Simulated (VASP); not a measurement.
Crystal: NbTe.

```
Nb Te
1.0
     3.70297    0.00000    0.00000
    -1.85149    3.20687    0.00000
     0.00000    0.00000    3.69421
Nb Te
1 1
Direct
  0.00000 0.00000 0.50000
  0.66667 0.33333 0.00000
```

Program: VASP 6.6.1. Alike in all runs: task single point; no spin polarisation; cell as given; smearing gaussian 0.1 eV.

Q: Order these runs on this cell by their pressure, lowest first.
A. level PBEsol; potentials or basis VASP PAW PBE potentials, release 64 (Nb_sv, Te); k mesh 6 × 6 × 4; cutoff (eV) 520
B. level PBE; potentials or basis VASP PAW PBE potentials, release 64 (Nb_sv, Te); k mesh 3 × 3 × 2, shifted; cutoff (eV) 500
C. level PBE; potentials or basis VASP PAW PBE potentials, release 64 (Nb_sv, Te); k mesh 1 × 5 × 2; cutoff (eV) 520
D. level LDA; potentials or basis VASP PAW LDA potentials, release 64 (Nb_sv, Te); k mesh 6 × 6 × 4; cutoff (eV) 500
E. level PBE+U; potentials or basis VASP PAW PBE potentials, release 64 (Nb_sv, Te); U Nb d U = 4.2 eV; k mesh 6 × 6 × 4; cutoff (eV) 500

A: D (-7.5 GPa), A (-5.3 GPa), B (-1.4 GPa), E (2.6 GPa), C (4.5 GPa).

Caveats: all runs use coarse meshes; the PAW data sets were made with another functional, which shifts forces and pressure a little (some runs); U without spin polarisation on a metal has little footing (some runs); the U is typed as a test and isn't derived for this compound (some runs).
